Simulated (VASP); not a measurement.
Here is a VASP 6.6.1 calculation.

Contents of INCAR:

```
  PREC = Accurate
  ENCUT = 500
  EDIFF = 1E-6
  ISMEAR = -1
  SIGMA = 0.15
  LREAL = False
  LASPH = True
  NELM = 120
  ALGO = Normal
  ISIF = 2
  LWAVE = False
  LCHARG = False
  GGA = PE
  NBANDS = 13
  GGA_COMPAT = False
```

File KPOINTS:

```
Automatic mesh
0
Gamma
  15 15 15
```

POSCAR

```
Mo
1.0
   -1.5734150000      1.5734150000      1.5734150000
    1.5734150000     -1.5734150000      1.5734150000
    1.5734150000      1.5734150000     -1.5734150000
Mo
1
Direct
    0.0000000000      0.0000000000      0.0000000000
```

Potentials or basis: VASP PAW PBE potentials, release 64 (Mo_sv).

The run is started by

```sh
$ cat potpaw_PBE.64/Mo_sv/POTCAR > POTCAR
$ mpirun -np 1 vasp_std > vasp.out
```

(1) What does it give for the band gap on the k mesh?

(2) What does it give for the pressure?

## Answers

(1) zero (band 7 reaches 16.36 eV, above the bottom of band 8 at 11.28 eV).

(2) 4.4 GPa.
